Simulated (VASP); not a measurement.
Set up this calculation in VASP 6.6.1, as the native input.

```
Task                   : single point
Functional             : PBEsol
Potentials or basis    : VASP PAW PBE potentials, release 64 (Mg, I)
Cutoff                 : 520 eV
k mesh                 : 6 × 6 × 4
Occupations            : gaussian, width 0.05 eV
Spin                   : no spin polarisation
Dipole correction      : no
Further INCAR settings : ALGO = Normal; EDIFF = 1e-06; NBANDS = 15
```

The structure of MgI2 lies in POSCAR:

```
MgI2
1.0
    4.0913946196      0.0000000000      0.0000000000
   -2.0456973098      3.5432516774      0.0000000000
    0.0000000000      0.0000000000      6.8620000000
Mg I
1 2
Direct
    0.0000000000      0.0000000000      0.0000000000
    0.3333333333      0.6666666667      0.7576300000
    0.6666666667      0.3333333333      0.2423700000
```

This cell differs from its parent crystal: strain -0.015 along x and y, +0.000 along z.

One way to write it, as run:

INCAR

```
ALGO = Normal
EDIFF = 1E-6
ENCUT = 520
GGA = PS
ISIF = 2
ISMEAR = 0
LASPH = True
LCHARG = True
LELF = True
LREAL = False
LVHAR = True
LWAVE = False
NBANDS = 15
NELM = 100
PREC = Accurate
SIGMA = 0.05
```

KPOINTS

```
k-points
0
Gamma
  6 6 4
```

Potentials or basis: VASP PAW PBE potentials, release 64 (Mg, I).

Launch:

```console
$ cat potpaw_PBE.64/Mg/POTCAR potpaw_PBE.64/I/POTCAR > POTCAR
$ mpirun -np 1 vasp_std > vasp.out
```

It gave:

* Pressure: 0.8 GPa
* Largest force: 0.073 eV/Å
* Band gap on the k mesh: 3.52 eV, indirect (least direct gap 3.77 eV)

Caveat: the cell differs from its parent crystal (strain -0.015 along x and y, +0.000 along z); the PAW data sets were made with another functional, which shifts forces and pressure a little; spin-orbit coupling is left out, which moves the levels of the heavy elements; this functional lacks dispersion, which binds the layers, so the pressure and a relaxed spacing across them are unreliable.

Run time: 18 s on 1 thread of Intel(R) Xeon(R) Platinum 8559C (Emerald Rapids) (shared host), peak memory 0.21 GiB.
